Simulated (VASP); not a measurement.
Runs of VASP 6.6.1 on Ti. The structure is that of space group Im-3m (No. 229), or close to it. The cells are those of the table. 

| task | cell | gap on the mesh (eV) | pressure (GPa) |
| --- | --- | --- | --- |
| electric field gradients | a = 2.880 Å, angles 108.9, 108.9, 110.5°, 1 atom | none | -10.1 |
| electric field gradients | a = 2.784 Å, angles 109.5°, 1 atom | none | -0.8 |
| single point | a = 2.818 Å, angles 109.5°, 1 atom | none | -4.5 |
| single point | a = 2.833 Å, angles 109.2°, 1 atom | none | -6.8 |
| electric field gradients | a = 2.889 Å, angles 109.5°, 1 atom | none | (a) |
| single point | a = 2.784 Å, angles 109.5°, 1 atom | none | -0.8 |
| electric field gradients | a = 2.880 Å, angles 109.5°, 1 atom | none | -10.1 |
| single point | a = 2.861 Å, angles 109.5°, 1 atom | none | -8.5 |

Alike in all rows: level PBEsol; potentials or basis VASP PAW PBE potentials, release 64 (Ti_sv); no spin polarisation; k mesh 14 × 14 × 14; cutoff (eV) 520; smearing fermi-dirac 0.05 eV.

**Question.** Fill in the values left out.

**Answer.** (a) -10.8.

Caveats: the PAW data sets were made with another functional, which shifts forces and pressure a little.

A gap of «none» marks levels without a gap at the run's occupations.
